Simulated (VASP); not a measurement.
Wanted: the native input for a VASP 6.6.1 run.

- Task: single point
- Functional: HSE06
- Potentials or basis: VASP PAW PBE potentials, release 64 (Li_sv, F)
- Cutoff: 520 eV
- k mesh: 2 × 2 × 2
- Occupations: gaussian, width 0.01 eV
- Spin: no spin polarisation
- Dipole correction: no
- Grid for exact exchange (PRECFOCK): Normal
- Further INCAR settings: ALGO = Normal; EDIFF = 1e-06; NBANDS = 12
- Share of exact exchange: 0.25
- Screening parameter: 0.2079 1/Å

The system is LiF.

```
Li F
1.0
     0.00000    1.99487    1.99487
     1.99487    0.00000    1.99487
     1.99487    1.99487    0.00000
Li F
1 1
Direct
  0.00000 0.00000 0.00000
  0.50000 0.50000 0.50000
```

One way to write it, as run:

POSCAR

```
LiF
1.0
    0.0000000000      1.9948691814      1.9948691814
    1.9948691814      0.0000000000      1.9948691814
    1.9948691814      1.9948691814      0.0000000000
Li F
1 1
Direct
    0.0000000000      0.0000000000      0.0000000000
    0.5000000000      0.5000000000      0.5000000000
```

INCAR.step1

```
PREC = Accurate ; ENCUT = 520
EDIFF = 1E-5 ; ISMEAR = 0
SIGMA = 0.01 ; LREAL = F
LASPH = T ; NELM = 60
ALGO = Normal ; ISIF = 2
LWAVE = T ; LCHARG = F
NBANDS = 12 ; GGA = PE
```

INCAR.step2

```
PREC = Accurate ; ENCUT = 520
EDIFF = 1E-6 ; ISMEAR = 0
SIGMA = 0.01 ; LREAL = F
LASPH = T ; NELM = 60
ALGO = Normal ; ISIF = 2
LWAVE = F ; LCHARG = F
GGA = PE ; LHFCALC = T
HFSCREEN = 0.2079 ; PRECFOCK = Normal
NBANDS = 12 ; ISTART = 1
```

KPOINTS

```
regular mesh
0
Gamma
  2 2 2
```

Potentials or basis: VASP PAW PBE potentials, release 64 (Li_sv, F).

Launch:

```sh
$ cat potpaw_PBE.64/Li_sv/POTCAR potpaw_PBE.64/F/POTCAR > POTCAR
$ cp INCAR.step1 INCAR
$ mpirun -np 1 vasp_std > vasp.out
$ cp INCAR.step2 INCAR
$ mpirun -np 1 vasp_std > vasp.out
```

Results of the run:

```json
{
 "Band gap on the k mesh": "11.71 eV"
}
```

Caveat: the k points lie up to 1.36 Å⁻¹ apart.

It took 5.9 s on 1 thread of Intel(R) Xeon(R) Platinum 8488C (Sapphire Rapids), on a shared host, peak memory 0.22 GiB.
